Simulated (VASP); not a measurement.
Here is a VASP 6.6.1 calculation.

File POSCAR:

```
Ga
1.0
    2.7165137407      0.0000000000      0.0000000000
   -1.3582568703      2.3525699092      0.0000000000
    0.0000000000      0.0000000000      4.2028728621
Ga
2
Direct
    0.3333333333      0.6666666667      0.2500000000
    0.6666666667      0.3333333333      0.7500000000
```

INCAR.step1

```
PREC = Accurate ; ENCUT = 520
ISMEAR = 0 ; SIGMA = 0.1
LREAL = F ; LASPH = T
NELM = 80 ; NBANDS = 20
GGA = PE ; ALGO = Normal
EDIFF = 1E-4 ; LWAVE = T
LCHARG = F
```

INCAR.step2

```
PREC = Accurate ; ENCUT = 520
EDIFF = 1E-6 ; ISMEAR = 0
SIGMA = 0.1 ; LREAL = F
LASPH = T ; NELM = 80
ALGO = Normal ; ISIF = 2
LWAVE = F ; LCHARG = F
METAGGA = R2SCAN ; LMIXTAU = T
NBANDS = 20 ; ISTART = 1
```

The input KPOINTS:

```
Automatic mesh
0
Gamma
  6 6 4
```

Potentials or basis: VASP PAW PBE potentials, release 64 (Ga_d).

Command:

```bash
$ cat potpaw_PBE.64/Ga_d/POTCAR > POTCAR
$ cp INCAR.step1 INCAR
$ mpirun -np 1 vasp_std > vasp.out
$ cp INCAR.step2 INCAR
$ mpirun -np 1 vasp_std > vasp.out
```

Task: What does it give for the pressure?

Result: 35.0 GPa.

Task: What does it give for the band gap on the k mesh?

Result: Zero (band 13 reaches 16.11 eV, above the bottom of band 14 at 5.18 eV).

Stress tensor (GPa, compression positive):
```
32.79  0.00  0.00
 0.00 32.79  0.00
 0.00  0.00 39.43
```

Caveat: the k points lie up to 0.45 Å⁻¹ apart; the PAW data sets were made with another functional, which shifts forces and pressure a little.
